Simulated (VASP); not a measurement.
Here is a VASP 6.6.1 calculation.

The input POSCAR:

```
YPt3
1.0
    4.1364762540      0.0000000000      0.0000000000
    0.0000000000      4.1364762540      0.0000000000
    0.0000000000      0.0000000000      4.1364762540
Y Pt
1 3
Direct
    0.0000000000      0.0000000000      0.0000000000
    0.0000000000      0.5000000000      0.5000000000
    0.5000000000      0.0000000000      0.5000000000
    0.5000000000      0.5000000000      0.0000000000
```

File INCAR.step1:

```
SYSTEM = YPt3
PREC = Accurate
ENCUT = 520
ISMEAR = 0
SIGMA = 0.1
LREAL = .FALSE.
LASPH = .TRUE.
NELM = 100
NBANDS = 28
GGA = PE
ALGO = Normal
EDIFF = 1E-4
LWAVE = .TRUE.
LCHARG = .FALSE.
```

The input INCAR.step2:

```
SYSTEM = YPt3
PREC = Accurate
ENCUT = 520
EDIFF = 1E-6
ISMEAR = 0
SIGMA = 0.1
LREAL = .FALSE.
LASPH = .TRUE.
NELM = 100
ALGO = Normal
ISIF = 2
LWAVE = .FALSE.
LCHARG = .TRUE.
METAGGA = R2SCAN
LMIXTAU = .TRUE.
LELF = .TRUE.
LVHAR = .TRUE.
NBANDS = 28
ISTART = 1
```

File KPOINTS:

```
regular mesh
0
G
  10 10 10
  0 0 0
```

Potentials or basis: VASP PAW PBE potentials, release 64 (Y_sv, Pt).

Run with:

```console
$ cat potpaw_PBE.64/Y_sv/POTCAR potpaw_PBE.64/Pt/POTCAR > POTCAR
$ cp INCAR.step1 INCAR
$ mpirun -np 1 vasp_std > vasp.out
$ cp INCAR.step2 INCAR
$ mpirun -np 1 vasp_std > vasp.out
```

Q: What does it give for the pressure?

A: -4.8 GPa.

Caveat: the PAW data sets were made with another functional, which shifts forces and pressure a little.
